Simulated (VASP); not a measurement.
A run of VASP 6.6.1 is set up as follows.

The input INCAR:

```
SYSTEM = Ti2AlN3
  ALGO = Normal
  EDIFF = 1E-6
  ENCUT = 520
  GGA = PE
  ISIF = 2
  ISMEAR = 0
  LASPH = .TRUE.
  LCHARG = .TRUE.
  LELF = .TRUE.
  LREAL = .FALSE.
  LVHAR = .TRUE.
  LWAVE = .FALSE.
  NBANDS = 30
  NELM = 60
  PREC = Accurate
  SIGMA = 0.1
```

KPOINTS

```
k-points
0
G
  6 6 4
  0 0 0
```

POSCAR

```
Ti2AlN3
1.0
    2.9607723043      0.0000000000      0.0000000000
   -1.4803861521      2.5641040303      0.0000000000
    0.0000000000      0.0000000000      7.3082378627
Ti Al N
2 1 3
Direct
    0.3333333333      0.6666666667      0.1609868532
    0.6666666667      0.3333333333      0.8390131468
    0.0000000000      0.0000000000      0.5000000000
    0.6666666667      0.3333333333      0.3441796998
    0.3333333333      0.6666666667      0.6558203002
    0.0000000000      0.0000000000      0.0000000000
```

Potentials or basis: VASP PAW PBE potentials, release 64 (Ti_sv, Al, N).

The run is started by

```console
$ cat potpaw_PBE.64/Ti_sv/POTCAR potpaw_PBE.64/Al/POTCAR potpaw_PBE.64/N/POTCAR > POTCAR
$ mpirun -np 1 vasp_std > vasp.out
```

(1) Predict the largest force.

(2) Estimate the pressure.

(3) Predict the band gap on the k mesh.

## Answers

(1) 0.033 eV/Å.

(2) 0.3 GPa.

(3) zero (band 21 reaches 12.15 eV, above the bottom of band 22 at 11.02 eV).

Caveat: the k points lie up to 0.41 Å⁻¹ apart.
